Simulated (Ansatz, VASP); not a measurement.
One calculation of Ge2Sb, two programs

```
Ge Sb
1.0
     3.08194    0.00000    0.00000
    -1.54097    2.66904    0.00000
     0.00000    0.00000    8.44228
Ge Sb
2 1
Direct
  0.00000 0.00000 0.66406
  0.00000 0.00000 0.33594
  0.00000 0.00000 0.00000
```

Alike in both runs: functional PBE; k mesh 6 × 6 × 4; occupations gaussian, width 0.1 eV; no spin polarisation.

Ansatz relaxed the structure, and its values are those at the end. VASP's run is a single point on that final structure, the one shown.

|  | VASP | Ansatz |
| --- | --- | --- |
| version | VASP 6.6.1 | Ansatz 0.2.0 |
| potentials or method | VASP PAW PBE potentials, release 64 (Ge_d, Sb), cutoff 520 eV | scalar-relativistic, plane waves, PAW |
| valence electrons in the cell | 33 | 43 |

|  | VASP | Ansatz | Ansatz less VASP |
| --- | --- | --- | --- |
| gap on the k mesh at the Fermi level (eV) | none | none | - |
| pressure (GPa) | 0.0 | 0.0 | 0.00 |
| rms of the force components (eV/Å) | 0.004 | 0.004 | +0.0002 |

A gap of «none» marks a metal or a gap that the smearing closes. VASP's potentials hold 33 valence electrons a cell and Ansatz's 43, so a difference there can come from the potentials and not from the codes.

The k mesh is coarse, so the values compare programs but aren't converged. Spin-orbit coupling is off throughout.
